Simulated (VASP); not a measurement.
# SiC (Moissanite 3C) (F-43m) in VASP: further runs

SiC (Moissanite 3C) is run at these levels: r2SCAN; tasks: single point.

Everything below comes from runs of VASP 6.6.1. Logs are shortened: lines on timing, memory, paths and dates and some standing lists are left out, and cuts for length are marked.

**The experiment to reproduce.**

From “Insight into the structural, elastic and electronic properties of a new orthorhombic 6O-SiC polytype”, 2020, pmc:7200658, for a bulk crystal of SiC: band gap 2.4 eV (indirect).

How close the calculation comes is told below.

## Step 1: The cell of the first run

The structure is cubic, space group F-43m (No. 216). The conventional cell has a = 4.358 Å, b = 4.358 Å, c = 4.358 Å, α = 90.00°, β = 90.00°, γ = 90.00°. Si (site symmetry -43m) has 4 C at 1.89 Å within 2.5 Å. Within 2.5 Å of C (site symmetry -43m) lie 4 Si at 1.89 Å.

## Step 2: Single point, r2SCAN

POSCAR reads:

```
SiC
1.0
    0.0000000000      2.1790000000      2.1790000000
    2.1790000000      0.0000000000      2.1790000000
    2.1790000000      2.1790000000      0.0000000000
Si C
1 1
Direct
    0.0000000000      0.0000000000      0.0000000000
    0.2500000000      0.2500000000      0.2500000000
```

INCAR.step1 reads:

```
PREC = Accurate
ENCUT = 520
ISMEAR = 0
SIGMA = 0.01
LREAL = F
LASPH = T
NELM = 60
NBANDS = 11
GGA = PE
ALGO = Normal
EDIFF = 1E-4
LWAVE = T
LCHARG = F
```

INCAR.step2 reads:

```
PREC = Accurate
ENCUT = 520
EDIFF = 1E-6
ISMEAR = 0
SIGMA = 0.01
LREAL = F
LASPH = T
NELM = 60
ALGO = Normal
ISIF = 2
LWAVE = F
LCHARG = T
METAGGA = R2SCAN
LMIXTAU = T
LELF = T
LVHAR = T
NBANDS = 11
ISTART = 1
```

KPOINTS reads:

```
Automatic mesh
0
Gamma
  4 4 4
```

Potentials or basis: VASP PAW PBE potentials, release 64 (Si, C).

On the command line:

```
$ cat potpaw_PBE.64/Si/POTCAR potpaw_PBE.64/C/POTCAR > POTCAR
$ cp INCAR.step1 INCAR
$ mpirun -np 1 vasp_std > vasp.out
$ cp INCAR.step2 INCAR
$ mpirun -np 1 vasp_std > vasp.out
```

OUTCAR:

```text
PREC = Accurate
   ENCUT = 520
   EDIFF = 1E-6
   ISMEAR = 0
   LREAL = F
   LASPH = T
   NELM = 60
   ISIF = 2
   METAGGA = R2SCAN
   ISTART = 1

 ion  position               nearest neighbor table
   1  0.000  0.000  0.000-   2 1.89   2 1.89   2 1.89   2 1.89
   2  0.250  0.250  0.250-   1 1.89   1 1.89   1 1.89   1 1.89

  LATTYP: Found a face centered cubic cell.
 ALAT       =     4.3580000000

  Lattice vectors:

 A1 = (   0.0000000000,   2.1790000000,   2.1790000000)
 A2 = (   2.1790000000,   0.0000000000,   2.1790000000)
 A3 = (   2.1790000000,   2.1790000000,   0.0000000000)

Analysis of symmetry for initial positions (statically):
=====================================================================
 Subroutine PRICEL returns:
 Original cell was already a primitive cell.

 Routine SETGRP: Setting up the symmetry group for a
 face centered cubic supercell.

 Subroutine GETGRP returns: Found 24 space group operations
 (whereof 24 operations were pure point group operations)
 out of a pool of 48 trial point group operations.

The static configuration has the point symmetry T_d .

Analysis of symmetry for dynamics (positions and initial velocities):
=====================================================================
 Subroutine PRICEL returns:
 Original cell was already a primitive cell.

 Routine SETGRP: Setting up the symmetry group for a
 face centered cubic supercell.

 Subroutine GETGRP returns: Found 24 space group operations
 (whereof 24 operations were pure point group operations)
 out of a pool of 48 trial point group operations.

The dynamic configuration has the point symmetry T_d .

 Subroutine INISYM returns: Found 24 space group operations
 (whereof 24 operations are pure point group operations),
 and found     1 'primitive' translations

----------------------------------------------------------------------------------------

                                     Primitive cell

  volume of cell :      20.6920

  direct lattice vectors                    reciprocal lattice vectors
     0.000000000  2.179000000  2.179000000    -0.229463056  0.229463056  0.229463056
     2.179000000  0.000000000  2.179000000     0.229463056 -0.229463056  0.229463056
     2.179000000  2.179000000  0.000000000     0.229463056  0.229463056 -0.229463056

  length of vectors
     3.081571352  3.081571352  3.081571352     0.397441672  0.397441672  0.397441672

  position of ions in fractional coordinates (direct lattice)
     0.000000000  0.000000000  0.000000000
     0.250000000  0.250000000  0.250000000

  ion indices of the primitive-cell ions
   primitive index   ion index
                 1           1
                 2           2

----------------------------------------------------------------------------------------

 KPOINTS: Automatic mesh

Automatic generation of k-mesh.
 Grid dimensions read from file:
 generate k-points for:    4    4    4

 Generating k-lattice:

  Cartesian coordinates                     Fractional coordinates (reciprocal lattice)
    -0.057365764  0.057365764  0.057365764     0.250000000  0.000000000  0.000000000
     0.057365764 -0.057365764  0.057365764     0.000000000  0.250000000  0.000000000
     0.057365764  0.057365764 -0.057365764     0.000000000  0.000000000  0.250000000

  Length of vectors
     0.099360418  0.099360418  0.099360418

  Shift w.r.t. Gamma in fractional coordinates (k-lattice)
     0.000000000  0.000000000  0.000000000

 Subroutine IBZKPT returns following result:
 ===========================================

 Found      8 irreducible k-points:

 Following reciprocal coordinates:
            Coordinates               Weight
  0.000000  0.000000  0.000000      1.000000
  0.250000  0.000000  0.000000      8.000000
  0.500000  0.000000  0.000000      4.000000
  0.250000  0.250000  0.000000      6.000000
  0.500000  0.250000  0.000000     24.000000
 -0.250000  0.250000  0.000000     12.000000
  0.500000  0.500000  0.000000      3.000000
 -0.250000  0.500000  0.250000      6.000000
   k-points           NKPTS =      8   k-points in BZ     NKDIM =      8   number of bands    NBANDS=     11
   number of dos      NEDOS =    301   number of ions     NIONS =      2
   total plane-waves  NPLWV =  13824
   dimension x,y,z NGX =    24 NGY =   24 NGZ =   24
   dimension x,y,z NGXF=    48 NGYF=   48 NGZF=   48
   ions per type =               1   1
   NGX,Y,Z   is equivalent  to a cutoff of  12.95, 12.95, 12.95 a.u.
   NGXF,Y,Z  is equivalent  to a cutoff of  25.90, 25.90, 25.90 a.u.
 SYSTEM =  unknown system
   PREC   = accura    normal or accurate (medium, high low for compatibility)
   ISTART =      1    job   : 0-new  1-cont  2-samecut
   ICHARG =      0    charge: 1-file 2-atom 10-const
   ISPIN  =      1    spin polarized calculation?
   LNONCOLLINEAR =      F non collinear calculations
   LSORBIT =      F    spin-orbit coupling
   LASPH  =      T    aspherical Exc in radial PAW
   ENCUT  =  520.0 eV  38.22 Ry    6.18 a.u.   5.73  5.73  5.73*2*pi/ulx,y,z
   NELM   =     60;   NELMIN=  2; NELMDL=  0     # of ELM steps
   EDIFF  = 0.1E-05   stopping-criterion for ELM
   LREAL  =      F    real-space projection
   EDIFFG = 0.1E-04   stopping-criterion for IOM
   NSW    =      0    number of steps for IOM
   IBRION =     -1    ionic relax: 0-MD 1-quasi-New 2-CG
   NFREE  =      0    steps in history (QN), initial steepest desc. (CG)
   ISIF   =      2    stress and relaxation
   ISYM   =      2    0-nonsym 1-usesym 2-fastsym
   POTIM  = 0.5000    time-step for ionic-motion
   TEBEG  =    0.0;   TEEND  =   0.0 temperature during run
   PSTRESS=    0.0 pullay stress
   NELECT =       8.0000    total number of electrons
   NUPDOWN=      -1.0000    fix difference up-down
   EMIN   =  10.00;   EMAX   =-10.00  energy-range for DOS
   EFERMI =   0.00;   METHOD = LEGACY
   ISMEAR =     0;   SIGMA  =   0.01  broadening in eV -4-tet -1-fermi 0-gaus
   EFERMI_NEDOS =   21; number of points for ismear=-14 and -15
   IALGO  =     38    algorithm
   IMIX   =      4    mixing-type and parameters
     AMIX     =   0.40;   BMIX     =  1.00
     AMIX_MAG =   1.60;   BMIX_MAG =  1.00
  volume/ion in A,a.u.               =      10.35        69.82
  Fermi-wavevector in a.u.,A,eV,Ry     =   1.192626  2.253736 19.352338  1.422357
  Thomas-Fermi vector in A             =   2.328660
   LORBIT       =      0    0 simple, 1 ext, 2 COOP (PROOUT), +10 PAW based schemes
   METAGGA = R2SCAN    functional components
   LHFCALC =     F    Hartree Fock is set to
   AEXX    =    0.0000 exact exchange contribution
   IVDW    =     0    specifies the selected vdW correction
   LEPSILON=     F    determine dielectric tensor
   LRPA    =     F    only Hartree local field effects (RPA)
 non-spin polarized calculation
 Gauss-broadening in eV      SIGMA  =   0.01
  energy-cutoff  :      520.00
  volume of cell :       20.69
 maximum number of plane-waves:       568
 NGX is ok and might be reduce to    24
   NGX = 11   NGY = 11   NGZ = 11

 number of electron       8.0000001 magnetization

 Free energy of the ion-electron system (eV)
  ---------------------------------------------------
  ext. energy  EPLUGINS =         0.00000000
  ---------------------------------------------------
  free energy    TOTEN  =       -19.20649378 eV

  energy without entropy =      -19.20649378  energy(sigma->0) =      -19.20649378

 E-fermi :   8.1153     XC(G=0): -11.9171

 val. band max:        8.0333452992   @ k =   0.0000   0.0000   0.0000
 cond. band min:       9.7183988428   @ k =   0.5000   0.5000   0.0000
 fundamental gap:      1.6850535436
 Fermi energy:         8.1153278627

 k-point     1 :       0.0000    0.0000    0.0000
  band No.  band energies     occupation
      1      -8.1628      2.00000
      2       8.0333      2.00000
      3       8.0333      2.00000
      4       8.0333      2.00000
      5      14.8609      0.00000
      6      15.8426      0.00000
      7      15.8426      0.00000
      8      15.8426      0.00000
      9      23.1970      0.00000
     10      23.1970      0.00000
     11      25.7401      0.00000

 k-point     2 :       0.2500    0.0000    0.0000
  band No.  band energies     occupation
      1      -6.9258      2.00000
      2       3.5502      2.00000
      3       7.3945      2.00000
      4       7.3945      2.00000
      5      14.5662      0.00000
      6      16.4779      0.00000
      7      16.4779      0.00000
      8      18.1918      0.00000
      9      21.8498      0.00000
     10      21.8498      0.00000
     11      24.1686      0.00000

 k-point     3 :       0.5000    0.0000    0.0000
  band No.  band energies     occupation
      1      -4.5296      2.00000
      2      -0.8102      2.00000
      3       6.9220      2.00000
      4       6.9220      2.00000
      5      14.0005      0.00000
      6      15.7430      0.00000
      7      15.7430      0.00000
      8      18.9614      0.00000
      9      25.4195      0.00000
     10      26.3623      0.00000
     11      26.3623      0.00000

 k-point     4 :       0.2500    0.2500    0.0000
  band No.  band energies     occupation
      1      -6.5090      2.00000
      2       4.5184      2.00000
      3       6.0044      2.00000
      4       6.0044      2.00000
      5      12.5316      0.00000
      6      14.8989      0.00000
      7      19.3643      0.00000
      8      19.3643      0.00000
      9      20.3811      0.00000
     10      25.1251      0.00000
     11      29.6546      0.00000

 k-point     5 :       0.5000    0.2500    0.0000
  band No.  band energies     occupation
      1      -4.1164      2.00000
      2       0.6870      2.00000
      3       3.9235      2.00000
      4       5.6085      2.00000
      5      12.1851      0.00000
      6      16.6359      0.00000
      7      19.2304      0.00000
      8      19.3033      0.00000
      9      23.0500      0.00000
     10      26.6223      0.00000
     11      29.4670      0.00000

 k-point     6 :      -0.2500    0.2500    0.0000
  band No.  band energies     occupation
      1      -5.0497      2.00000
      2       1.8249      2.00000
      3       3.5344      2.00000
      4       6.7879      2.00000
      5      14.0649      0.00000
      6      17.4943      0.00000
      7      17.6849      0.00000
      8      18.6830      0.00000
      9      20.9816      0.00000
     10      24.5573      0.00000
     11      28.9133      0.00000

 k-point     7 :       0.5000    0.5000    0.0000
  band No.  band energies     occupation
      1      -3.0612      2.00000
      2      -0.0404      2.00000
      3       4.6865      2.00000
      4       4.6865      2.00000
      5       9.7184      0.00000
      6      12.8149      0.00000
      7      23.1469      0.00000
      8      23.1469      0.00000
      9      24.0329      0.00000
     10      29.2777      0.00000
     11      31.2595      0.00000

 k-point     8 :      -0.2500    0.5000    0.2500
  band No.  band energies     occupation
      1      -2.8421      2.00000
      2       0.7735      2.00000
      3       2.8391      2.00000
      4       3.1998      2.00000
      5      13.7359      0.00000
      6      18.1316      0.00000
      7      18.2446      0.00000
      8      18.4565      0.00000
      9      23.3601      0.00000
     10      26.6079      0.00000
     11      30.2793      0.00000

------------------------ aborting loop because EDIFF is reached ----------------------------------------

  FORCE on cell =-STRESS in cart. coord.  units (eV):
  Direction    XX          YY          ZZ          XY          YZ          ZX
  --------------------------------------------------------------------------------------
  -------------------------------------------------------------------------------------
  Total       -0.0161672     -0.0161672     -0.0161672      0.0000000      0.0000000      0.0000000
  in kB       -1.2518248     -1.2518248     -1.2518248      0.0000000      0.0000000      0.0000000
  external PRESSURE =      -1.2518248 kB  Pullay stress =       0.0000000 kB

 VOLUME and BASIS-vectors are now :
 -----------------------------------------------------------------------------
  energy-cutoff  :      520.00
  volume of cell :       20.69
      direct lattice vectors                 reciprocal lattice vectors
     0.000000000  2.179000000  2.179000000    -0.229463056  0.229463056  0.229463056
     2.179000000  0.000000000  2.179000000     0.229463056 -0.229463056  0.229463056
     2.179000000  2.179000000  0.000000000     0.229463056  0.229463056 -0.229463056

 POSITION                                       TOTAL-FORCE (eV/Angst)
 -----------------------------------------------------------------------------------
      0.00000      0.00000      0.00000         0.000000     -0.000000      0.000000
      1.08950      1.08950      1.08950        -0.000000      0.000000     -0.000000
 -----------------------------------------------------------------------------------
    total drift:                               -0.000001     -0.000001     -0.000001

  FREE ENERGIE OF THE ION-ELECTRON SYSTEM (eV)
  ---------------------------------------------------
  free  energy   TOTEN  =       -19.2064937840 eV

  energy  without entropy=      -19.2064937840  energy(sigma->0) =      -19.20649378
```

It took 17 s on 1 thread of Intel Xeon 8259CL, shared host; peak memory 0.13 GiB.

Results:

| Item | Value |
| --- | --- |
| Free energy | -19.2065 eV |
| Pressure | -0.1 GPa |
| Band gap on the k mesh | 1.69 eV, indirect (least direct gap 5.03 eV) |

Caveat: the k points lie up to 0.62 Å⁻¹ apart; the PAW data sets were made with another functional, which shifts forces and pressure a little. r2SCAN opens gaps a little over a GGA but as a rule still falls short of measured ones.

[end of part 1 of 2]
